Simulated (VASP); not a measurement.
KScS2, 4 atoms in the cell. Symmetry: P4/mmm, No. 123, tetragonal system. Conventional cell: a = 4.035 Å, b = 4.035 Å, c = 5.465 Å, α = 90.00°, β = 90.00°, γ = 90.00°. Within 3.6 Å of K (site symmetry 4/mmm) lie 6 S at 2.73 to 2.85 Å. Within 3.6 Å of S (site symmetry 4/mmm) lie 2 K at 2.73 Å and 4 Sc at 2.85 Å. Within 3.6 Å of S (site symmetry 4/mmm) lie 2 Sc at 2.73 Å and 4 K at 2.85 Å. Within 3.6 Å of Sc (site symmetry 4/mmm) lie 6 S at 2.73 to 2.85 Å. 

* Program: VASP 6.6.1
* Task: single point
* Functional: r2SCAN
* Potentials or basis: VASP PAW PBE potentials, release 64 (K_sv, S, Sc_sv)
* Cutoff: 520 eV
* k mesh: 6 × 6 × 4
* Occupations: fermi-dirac, width 0.02 eV
* Spin: no spin polarisation
* Dipole correction: no
* Further INCAR settings: ALGO = Normal; EDIFF = 1e-07; NBANDS = 24

Potentials or basis: VASP PAW PBE potentials, release 64 (K_sv, S, Sc_sv).

Launch:

```console
$ cat potpaw_PBE.64/K_sv/POTCAR potpaw_PBE.64/S/POTCAR potpaw_PBE.64/Sc_sv/POTCAR > POTCAR
$ cp INCAR.step1 INCAR
$ mpirun -np 1 vasp_std > vasp.out
$ cp INCAR.step2 INCAR
$ mpirun -np 1 vasp_std > vasp.out
```

Hardware: 1 thread of Intel(R) Xeon(R) Platinum 8375C CPU @ 2.90GHz (Ice Lake), with other jobs on the host.

Task: How long does it take, and how much memory?

Result: It took 6.1 min on 1 thread of Intel(R) Xeon(R) Platinum 8375C CPU @ 2.90GHz (Ice Lake), with other jobs on the host, peak memory 0.23 GiB. Counts: k points 30.
